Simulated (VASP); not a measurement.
Write the native input for VASP 6.6.1 that does the following.

| Item | Value |
| --- | --- |
| Task | single point |
| Functional | B3LYP |
| Potentials or basis | VASP PAW PBE potentials, release 64 (Pb_d) |
| Cutoff | 520 eV |
| k mesh | 5 × 5 × 5 |
| Occupations | fermi-dirac, width 0.05 eV |
| Spin | no spin polarisation |
| Dipole correction | no |
| Grid for exact exchange (PRECFOCK) | Normal |
| Further INCAR settings | ALGO = Normal; EDIFF = 1e-06; NBANDS = 13 |
| Share of exact exchange | 0.2 |

Crystal: Pb.

```
CELL_PARAMETERS angstrom
0.00000 2.42450 2.42450
2.42450 0.00000 2.42450
2.42450 2.42450 0.00000
ATOMIC_POSITIONS crystal
Pb 0.00000 0.00000 0.00000
```

The input as run:

POSCAR

```
Pb
1.0
    0.0000000000      2.4244952108      2.4244952108
    2.4244952108      0.0000000000      2.4244952108
    2.4244952108      2.4244952108      0.0000000000
Pb
1
Direct
    0.0000000000      0.0000000000      0.0000000000
```

INCAR.step1

```
SYSTEM = Pb
ALGO = Normal
EDIFF = 1E-5
ENCUT = 520
GGA = PE
ISIF = 2
ISMEAR = -1
LASPH = .TRUE.
LCHARG = .FALSE.
LREAL = .FALSE.
LWAVE = .TRUE.
NBANDS = 13
NELM = 100
PREC = Accurate
SIGMA = 0.05
```

INCAR.step2

```
SYSTEM = Pb
AEXX = 0.2
AGGAC = 0.81
AGGAX = 0.72
ALDAC = 0.19
ALGO = Normal
EDIFF = 1E-6
ENCUT = 520
GGA = B3
ISIF = 2
ISMEAR = -1
ISTART = 1
LASPH = .TRUE.
LCHARG = .FALSE.
LHFCALC = .TRUE.
LREAL = .FALSE.
LWAVE = .FALSE.
NBANDS = 13
NELM = 100
PREC = Accurate
PRECFOCK = Normal
SIGMA = 0.05
```

KPOINTS

```
k-points
0
G
  5 5 5
  0 0 0
```

Potentials or basis: VASP PAW PBE potentials, release 64 (Pb_d).

Launch:

```console
$ cat potpaw_PBE.64/Pb_d/POTCAR > POTCAR
$ cp INCAR.step1 INCAR
$ mpirun -np 1 vasp_std > vasp.out
$ cp INCAR.step2 INCAR
$ mpirun -np 1 vasp_std > vasp.out
```

It gave:

| Property | Result |
| --- | --- |
| Pressure | 7.8 GPa |
| Band gap on the k mesh | zero (bands 7 and 8 overlap by 9.65 eV) |

Caveat: the k points lie up to 0.45 Å⁻¹ apart, too coarse for converged energies and pressures of a metal; the PAW data sets were made with another functional, which shifts forces and pressure a little; spin-orbit coupling is left out, which moves the levels of the heavy elements.

Run time: 6.1 min on 1 thread of AMD EPYC 7R13 Processor (Zen 3), on a shared host, peak memory 0.14 GiB.
